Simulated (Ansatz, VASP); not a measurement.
**BAs in VASP and in Ansatz**

```
B As
1.0
     0.00000    2.32011    2.32011
     2.32011    0.00000    2.32011
     2.32011    2.32011    0.00000
B As
1 1
Direct
  0.00000 0.00000 0.00000
  0.25000 0.25000 0.25000
```

Change from the starting cell: hydrostatic strain -3.0%.

Alike in both runs: task single point; functional HSE06; k mesh 6 × 6 × 6; no spin polarisation.

|  | VASP | Ansatz |
| --- | --- | --- |
| version | VASP 6.6.1 | Ansatz 0.2.0 |
| potentials or method | VASP PAW PBE potentials, release 64 (B, As) | plane waves, PAW |
| plane-wave cutoff (eV) | 520 | 420 |
| occupations | gaussian, width 0.01 eV | fixed |
| valence electrons in the cell | 8 | 18 |

Ansatz gave:

- gap on the k mesh at the Fermi level (eV): 1.87
- pressure (GPa): 14.5

Question: What did VASP give for the same quantities?

Answer: gap on the k mesh at the Fermi level (eV): 1.88; pressure (GPa): 14.5.

VASP's potentials hold 8 valence electrons a cell and Ansatz's 18, so a difference there can come from the potentials and not from the codes. Ansatz's warnings: stress exchange threshold loose, stress scf threshold loose.
